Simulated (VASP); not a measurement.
ScAl3, 4 atoms in the cell. The structure is cubic, space group Pm-3m (No. 221). Conventional cell: a = 4.088 Å, b = 4.088 Å, c = 4.088 Å, α = 90.00°, β = 90.00°, γ = 90.00°. Sc (site symmetry m-3m) has 12 Al at 2.89 Å within 3.8 Å. Within 3.8 Å of Al (site symmetry 4/mmm) lie 4 Sc at 2.89 Å and 8 Al at 2.89 Å. 

- Program: VASP 6.6.1
- Task: density of states
- Functional: LDA
- Potentials or basis: VASP PAW LDA potentials, release 64 (Sc_sv, Al)
- Cutoff: 520 eV
- k mesh: 4 × 4 × 4
- Occupations: fermi-dirac, width 0.05 eV
- Spin: no spin polarisation
- Dipole correction: no
- k mesh for the DOS: 6 × 6 × 6
- Occupations for the DOS: tetrahedron
- Further INCAR settings: ALGO = Normal; EDIFF = 1e-06; NBANDS = 18

Potentials or basis: VASP PAW LDA potentials, release 64 (Sc_sv, Al).

The run is started by

```console
$ cat potpaw_LDA.64/Sc_sv/POTCAR potpaw_LDA.64/Al/POTCAR > POTCAR
$ cp INCAR.step1 INCAR
$ cp KPOINTS.step1 KPOINTS
$ mpirun -np 1 vasp_std > vasp.out
$ cp INCAR.step2 INCAR
$ cp KPOINTS.step2 KPOINTS
$ mpirun -np 1 vasp_std > vasp.out
```

Hardware: 1 thread of AMD EPYC 7R13 Processor (Zen 3), on a shared host.

**Question.** How long does it take, and how much memory?

**Answer.** It took 17 s on 1 thread of AMD EPYC 7R13 Processor (Zen 3), with other jobs on the host, peak memory 0.12 GiB. Counts: k points 20.
